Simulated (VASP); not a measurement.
Wanted: the native input for a VASP 6.6.1 run.

| Property | Result |
| --- | --- |
| Task | single point |
| Functional | LDA |
| Potentials or basis | VASP PAW LDA potentials, release 64 (Pt) |
| Cutoff | 520 eV |
| k mesh | 22 × 22 × 22 |
| Occupations | gaussian, width 0.15 eV |
| Spin | no spin polarisation |
| Dipole correction | no |
| Further INCAR settings | ALGO = Fast; EDIFF = 1e-06; NBANDS = 11 |

The structure of Pt lies in POSCAR:

```
Pt
1.0
    0.0000000000      1.8867731095      2.1348837734
    1.8867731095      0.0000000000      2.1348837734
    1.8867731095      1.8867731095      0.0000000000
Pt
1
Direct
    0.0000000000      0.0000000000      0.0000000000
```

This cell differs from its parent crystal: volume 15.200 Å^3 an atom, c/a of the conventional cell 1.1315.

These files were run (other wordings do the same):

INCAR

```
ALGO = Fast ; EDIFF = 1E-6
ENCUT = 520 ; GGA = CA
ISIF = 2 ; ISMEAR = 0
LASPH = T ; LCHARG = F
LREAL = F ; LWAVE = F
NBANDS = 11 ; NELM = 60
PREC = Accurate ; SIGMA = 0.15
```

KPOINTS

```
k-points
0
Gamma
  22 22 22
```

Potentials or basis: VASP PAW LDA potentials, release 64 (Pt).

The run is started by

```sh
$ cat potpaw_LDA.64/Pt/POTCAR > POTCAR
$ mpirun -np 1 vasp_std > vasp.out
```

Results of the run:

* Pressure: -5.4 GPa
* Band gap on the k mesh: zero (band 5 reaches 12.16 eV, above the bottom of band 6 at 9.44 eV)

Caveat: spin-orbit coupling is left out, which moves the levels of the heavy elements.

Wall time 78 s on 1 thread of Intel Xeon 6975P-C, on a shared host, peak memory 0.25 GiB.
